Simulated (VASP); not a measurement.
## CsPbCl3: relaxation of cell and atoms with LDA

Crystal: CsPbCl3.

```xyz
5
Lattice="5.6050 0.0000 0.0000 0.0000 5.6050 0.0000 0.0000 0.0000 5.6050" Properties=species:S:1:pos:R:3 pbc="T T T"
Cs    0.0000    0.0000    0.0000
Pb    2.8025    2.8025    2.8025
Cl    2.8025    2.8025    0.0000
Cl    0.0000    2.8025    2.8025
Cl    2.8025    0.0000    2.8025
```

```yaml
Program: VASP 6.6.1
Task: relaxation of cell and atoms
Functional: LDA
Potentials_or_basis: VASP PAW LDA potentials, release 64 (Cs_sv, Pb_d, Cl)
Cutoff: 600 eV
k_mesh: 6 × 6 × 6
Occupations: fermi-dirac, width 0.02 eV
Spin: no spin polarisation
Dipole_correction: no
Further_INCAR_settings: ALGO = Normal; EDIFF = 1e-06; IBRION = 2; EDIFFG = -0.01; NSW = 80; ISIF = 3
```

```json
{
 "Relaxed volume": "33.74 Å³/atom",
 "Relaxed cell": "a = 5.525 Å, b = 5.525 Å, c = 5.525 Å, α = 90.00°, β = 90.00°, γ = 90.00°",
 "Space group after relaxing (to 0.1 Å)": "Pm-3m (No. 221)",
 "Energy gained by relaxing": "5.6 meV/atom",
 "Ionic steps": "3",
 "Pressure after relaxing": "0.0 GPa",
 "Band gap on the k mesh": "1.51 eV"
}
```

Step by step:
```csv
step,energy change (eV),largest force (eV/Å),pressure (GPa),volume (Å³)
1,0.0000,0.0000,-1.16,176.09
2,-0.0274,0.0000,-0.17,169.65
3,-0.0279,0.0000,-0.01,168.68
```

Final structure:
```
CELL_PARAMETERS angstrom
5.52528 0.00000 0.00000
0.00000 5.52528 0.00000
0.00000 0.00000 5.52528
ATOMIC_POSITIONS crystal
Cs 0.00000 0.00000 0.00000
Pb 0.50000 0.50000 0.50000
Cl 0.50000 0.50000 0.00000
Cl 0.00000 0.50000 0.50000
Cl 0.50000 0.00000 0.50000
```

Levels at points of the mesh, in eV from the valence-band top:
```
           k point  band 19  band 20  band 21  band 22  band 23  band 24  band 25  band 26
(0.00, 0.00, 0.00)    -2.99    -2.85    -2.85    -2.85     2.73     3.67     3.67     4.67
(0.50, 0.00, 0.00)    -3.09    -2.99    -2.99    -1.86     2.76     4.16     4.69     5.07
(0.50, 0.50, 0.00)    -3.20    -3.05    -2.52    -0.90     2.19     2.19     4.65     4.92
(0.50, 0.50, 0.50)    -2.50    -2.50    -2.50     0.00     1.51     1.51     1.51     4.53
```

Run time: 98 s on 1 thread of Intel(R) Xeon(R) 6975P-C (Granite Rapids), on a shared host, peak memory 0.33 GiB.

Caveat: spin-orbit coupling is left out, which moves the levels of the heavy elements. Expect the measured gap to be larger: semilocal functionals such as LDA lack the derivative discontinuity.
